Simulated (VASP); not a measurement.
Pd:

```
CELL_PARAMETERS angstrom
0.00000 1.94650 1.94650
1.94650 0.00000 1.94650
1.94650 1.94650 0.00000
ATOMIC_POSITIONS crystal
Pd 0.00000 0.00000 0.00000
```

- Program: VASP 6.6.1
- Task: relaxation of volume and atoms at fixed shape
- Functional: PBEsol
- Potentials or basis: VASP PAW PBE potentials, release 64 (Pd)
- Cutoff: 600 eV
- k mesh: 10 × 10 × 10
- Occupations: methfessel-paxton, width 0.05 eV
- Spin: no spin polarisation

At the start: pressure -3.3 GPa; volume 14.75 Å³/atom.

**Question.** Where does the relaxation end?

**Answer.** Over 3 steps the energy falls by 2.5 meV/atom and the volume is 14.51 Å³/atom (-1.6 %); space group Fm-3m (No. 225, to 0.05 Å).

Step by step:
```csv
step,energy change (eV),largest force (eV/Å),pressure (GPa),volume (Å³)
1,0.0000,0.0000,-3.28,14.75
2,0.0048,0.0000,6.15,14.11
3,-0.0025,0.0000,-0.02,14.51
```

Final structure:
```
Pd
1.0
     0.00000    1.93584    1.93584
     1.93584    0.00000    1.93584
     1.93584    1.93584    0.00000
Pd
1
Direct
  0.00000 0.00000 0.00000
```

Caveat: the PAW data sets were made with another functional, which shifts forces and pressure a little.
